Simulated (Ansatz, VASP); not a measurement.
Si4F: VASP beside Ansatz

The input INCAR:

```
SYSTEM = Si4F
ALGO = Normal ; DIPOL = 0.5 0.5 0.326
EDIFF = 1E-6 ; ENCUT = 520
GGA = PE ; IDIPOL = 3
ISIF = 2 ; ISMEAR = 0
ISPIN = 2 ; IVDW = 12
LASPH = .True. ; LCHARG = .False.
LDIPOL = .True. ; LORBIT = 11
LREAL = .False. ; LWAVE = .False.
MAGMOM = 0 0 0 0 1 ; NBANDS = 24
NELM = 150 ; PREC = Accurate
SIGMA = 0.05
```

File KPOINTS:

```
k-points
0
Gamma
  9 9 1
  0 0 0
```

The input POSCAR:

```
Si4F
1.0
    3.8333442603      0.0000000000      0.0000000000
   -1.9166721302      3.3197735109      0.0000000000
    0.0000000000      0.0000000000     20.9083834853
Si F
4 1
Direct
    0.3333333333      0.6666666667      0.1913108205
    0.0000000000      0.0000000000      0.2287349533
    0.0000000000      0.0000000000      0.3468742271
    0.6666666667      0.3333333333      0.3782398334
    0.8333333333      1.0000000000      0.4834607846
```

Input for Ansatz:

```yaml
crystal:
  lattice:
    - [3.8333442603, 0.0, 0.0]
    - [-1.9166721302, 3.3197735109, 0.0]
    - [0.0, 0.0, 20.9083834853]
  atoms:
    - { symbol: Si, position: [0.3333333333, 0.6666666667, 0.1913108205] }
    - { symbol: Si, position: [0.0, 0.0, 0.2287349533] }
    - { symbol: Si, position: [0.0, 0.0, 0.3468742271] }
    - { symbol: Si, position: [0.6666666667, 0.3333333333, 0.3782398334] }
    - { symbol: F, position: [0.8333333333, 1.0, 0.4834607846], spin: 1.0 }
basis:
  ecutwfc: 420
kpoints:
  mp_grid: { grid: [9, 9, 1] }
hamiltonian:
  xc: pbe
  pseudopotentials: { kind: paw, azcp: { folder: soft_1 } }
  dispersion: d3bj
scf:
  occupations: { method: gaussian, width: 0.05 }
output:
  forces: true
  eigenvalues: true
  populations: true
  write_density: true
  write_potential: true
  elf: true
  volumetric_format: npy
magnetization:
  spin_polarized: true
efield:
  axis: 3
  dipole_correction: true
  ramp_width: 0.04
```

Alike in both runs: task single point; functional PBE; dispersion D3(BJ); k mesh 9 × 9 × 1; occupations gaussian, width 0.05 eV; collinear spin.

|  | VASP | Ansatz |
| --- | --- | --- |
| version | VASP 6.6.1 | Ansatz 0.2.0 |
| potentials or method | VASP PAW PBE potentials, release 64 (Si, F), cutoff 520 eV | scalar-relativistic, plane waves, PAW |
| valence electrons in the cell | 23 | 23 |

Ansatz gave:

| Property | Result |
| --- | --- |
| gap on the k mesh at the Fermi level (eV) | none |
| rms of the force components (eV/Å) | 0.756 |
| net moment per atom (μB) | 0.19 |
| size of the moment on the site where the two differ most (μB) | 0.26 |

Q: Which values does VASP return?

A: gap on the k mesh at the Fermi level (eV): none; rms of the force components (eV/Å): 0.753; net moment per atom (μB): 0.19; size of the moment on the site where the two differ most (μB): 0.23.

Site moments also hang on the region over which each program counts them. Atom by atom the forces differ by 0.004 eV/Å (rms over components). A gap of «none» marks a metal or a gap that the smearing closes. Ansatz's warnings: xc potential rough in thin density.
